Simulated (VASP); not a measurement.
Here is a VASP 6.6.1 calculation.

The input INCAR:

```
PREC = Accurate
ENCUT = 520
EDIFF = 1E-7
ISMEAR = -1
SIGMA = 0.05
LREAL = False
LASPH = True
NELM = 80
ALGO = Normal
ISIF = 2
LWAVE = False
LCHARG = False
GGA = PE
NBANDS = 26
```

Contents of KPOINTS:

```
Automatic mesh
0
Gamma
  5 5 5
```

POSCAR

```
K3Pd
1.0
    5.3338590966      0.0000000000      0.0000000000
    0.0000000000      5.3338590966      0.0000000000
    0.0000000000      0.0000000000      5.3338590966
Pd K
1 3
Direct
    0.0000000000      0.0000000000      0.0000000000
    0.0000000000      0.5000000000      0.5000000000
    0.5000000000      0.0000000000      0.5000000000
    0.5000000000      0.5000000000      0.0000000000
```

Potentials or basis: VASP PAW PBE potentials, release 64 (Pd, K_sv).

The run is started by

```console
$ cat potpaw_PBE.64/Pd/POTCAR potpaw_PBE.64/K_sv/POTCAR > POTCAR
$ mpirun -np 1 vasp_std > vasp.out
```

(1) Predict the pressure.

Results:

(1) 0.6 GPa.
